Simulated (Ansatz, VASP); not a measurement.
One calculation of LaTa2, two programs

```
La Ta
1.0
     0.00000    4.11547    4.11547
     4.11547    0.00000    4.11547
     4.11547    4.11547    0.00000
La Ta
2 4
Direct
  0.12500 0.12500 0.12500
  0.87500 0.87500 0.87500
  0.50000 0.50000 0.50000
  0.50000 0.50000 0.00000
  0.50000 0.00000 0.50000
  0.00000 0.50000 0.50000
```

Alike in both runs: task single point; functional PBE; k mesh 7 × 7 × 7; occupations fermi-dirac, width 0.05 eV; no spin polarisation.

|  | VASP | Ansatz |
| --- | --- | --- |
| version | VASP 6.6.1 | Ansatz 0.2.0 |
| potentials or method | VASP PAW PBE potentials, release 64 (La, Ta_pv), cutoff 520 eV | all-electron LAPW, scalar-relativistic |

|  | VASP | Ansatz | Ansatz less VASP |
| --- | --- | --- | --- |
| pressure (GPa) | 0.0 | 0.0 | -0.01 |

Ansatz ran all-electron here, and VASP with PAW potentials.

Neither program's run includes spin-orbit coupling.
